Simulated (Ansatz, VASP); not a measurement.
# One calculation of Sc2Al, two programs

The input INCAR:

```
SYSTEM = Sc2Al
PREC     = Accurate       ! precision mode
ENCUT    = 520            ! plane-wave cutoff, eV
EDIFF    = 1E-6           ! SCF threshold, eV
ISMEAR   = 0              ! smearing method
SIGMA    = 0.1            ! smearing width, eV
LREAL    = .FALSE.        ! projectors in reciprocal space
LASPH    = .TRUE.         ! aspherical terms in the spheres
NELM     = 80             ! most SCF steps
ALGO     = Fast           ! electronic algorithm
ISIF     = 2              ! what is computed and relaxed
LWAVE    = .FALSE.        ! write WAVECAR
LCHARG   = .FALSE.        ! write CHGCAR
GGA      = PS             ! functional
NBANDS   = 34             ! bands
```

Contents of KPOINTS:

```
Automatic mesh
0
G
  12 12 6
  0 0 0
```

Contents of POSCAR:

```
Sc2Al
1.0
    4.8926114005      0.0000000000      0.0000000000
   -2.4463057002      4.2371257637      0.0000000000
    0.0000000000      0.0000000000      6.1614205700
Sc Al
4 2
Direct
    0.0000000000      0.0000000000      0.0000000000
    0.0000000000      0.0000000000      0.5000000000
    0.3333333300      0.6666666700      0.7500000000
    0.6666666700      0.3333333300      0.2500000000
    0.3333333300      0.6666666700      0.2500000000
    0.6666666700      0.3333333300      0.7500000000
```

Input for Ansatz:

```yaml
crystal:
  lattice:
    - [4.8926114005, 0.0, 0.0]
    - [-2.4463057002, 4.2371257637, 0.0]
    - [0.0, 0.0, 6.16142057]
  atoms:
    - { symbol: Sc, position: [0.0, 0.0, 0.0] }
    - { symbol: Sc, position: [0.0, 0.0, 0.5] }
    - { symbol: Sc, position: [0.33333333, 0.66666667, 0.75] }
    - { symbol: Sc, position: [0.66666667, 0.33333333, 0.25] }
    - { symbol: Al, position: [0.33333333, 0.66666667, 0.25] }
    - { symbol: Al, position: [0.66666667, 0.33333333, 0.75] }
basis:
  ecutwfc: 420
kpoints:
  mp_grid: { grid: [12, 12, 6] }
hamiltonian:
  xc: pbesol
scf:
  occupations: { method: gaussian, width: 0.1 }
output:
  forces: true
  stress: true
  eigenvalues: true
  populations: true
  write_density: true
  write_potential: true
  elf: true
  volumetric_format: npy
```

Alike in both runs: task single point; functional PBEsol; k mesh 12 × 12 × 6; occupations gaussian, width 0.1 eV; no spin polarisation.

|  | VASP | Ansatz |
| --- | --- | --- |
| version | VASP 6.6.1 | Ansatz 0.2.0 |
| potentials or method | VASP PAW PBE potentials, release 64 (Sc_sv, Al), cutoff 520 eV | scalar-relativistic, plane waves, PAW |
| valence electrons in the cell | 50 | 50 |

```csv
,VASP,Ansatz,Ansatz less VASP
gap on the k mesh at the Fermi level (eV),none,none,-
pressure (GPa),-2.0,-2.1,-0.09
"traceless stress, the component that is largest in VASP (GPa)",-0.15,-0.13,+0.022
```

VASP's potentials were made for PBE, not for PBEsol. A gap of «none» marks a metal or a gap that the smearing closes. With one functional, cell and mesh, what is left measures potentials, basis and numerics.
